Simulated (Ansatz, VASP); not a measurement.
Ti in VASP and in Ansatz

```
Ti
1.0
     2.70989    1.56455    9.58592
    -2.70989    1.56455    9.58592
     0.00000   -3.12911    9.58592
Ti
12
Direct
  0.04659 0.54676 0.04659
  0.04659 0.04659 0.54676
  0.54676 0.04659 0.04659
  0.95341 0.45324 0.95341
  0.45324 0.95341 0.95341
  0.95341 0.95341 0.45324
  0.20985 0.70527 0.20985
  0.20985 0.20985 0.70527
  0.70527 0.20985 0.20985
  0.79015 0.29473 0.79015
  0.29473 0.79015 0.79015
  0.79015 0.79015 0.29473
```

Alike in both runs: functional r2SCAN; k mesh 3 × 3 × 3; occupations gaussian, width 0.1 eV; no spin polarisation.

Ansatz relaxed the structure, and its values are those at the end. VASP's run is a single point on that final structure, the one shown.

```csv
,VASP,Ansatz
version,VASP 6.6.1,Ansatz 0.2.0
potentials or method,"VASP PAW PBE potentials, release 64 (Ti_sv), cutoff 520 eV","scalar-relativistic, plane waves, PAW"
valence electrons in the cell,144,144
```

|  | VASP | Ansatz | Ansatz less VASP |
| --- | --- | --- | --- |
| gap on the k mesh at the Fermi level (eV) | none | none | - |
| pressure (GPa) | 0.2 | -0.1 | -0.24 |
| rms of the force components (eV/Å) | 0.011 | 0.009 | -0.0021 |

VASP's potentials were made for PBE, not for r2SCAN. A gap of «none» marks a metal or a gap that the smearing closes.

The k mesh is coarse, so the values compare programs but aren't converged.
